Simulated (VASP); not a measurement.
# C: single point with r2SCAN

The system is C.

```
C
1.0
     0.00000    1.78014    1.78014
     1.78014    0.00000    1.78014
     1.78014    1.78014    0.00000
C
2
Direct
  0.75000 0.75000 0.75000
  0.50000 0.50000 0.50000
```

| Property | Result |
| --- | --- |
| Program | VASP 6.6.1 |
| Task | single point |
| Functional | r2SCAN |
| Potentials or basis | VASP PAW PBE potentials, release 64 (C_h) |
| Cutoff | 1430 eV |
| k mesh | 13 × 13 × 13 |
| Occupations | fermi-dirac, width 0.05 eV |
| Spin | no spin polarisation |

- Pressure: -0.6 GPa
- Band gap on the k mesh: 4.38 eV (least direct gap 5.89 eV)

Levels at points of the mesh, in eV from the valence-band top:
```
           k point  band 2  band 3  band 4  band 5  band 6  band 7
(0.00, 0.00, 0.00)    0.00    0.00    0.00    5.89    5.89    5.89
```

Wall time 44 s on 1 thread of Intel(R) Xeon(R) 6975P-C (Granite Rapids), with other jobs on the host, peak memory 0.19 GiB.

Caveat: the PAW data sets were made with another functional, which shifts forces and pressure a little; an odd mesh through Γ misses points on the zone boundary, where band edges can lie.
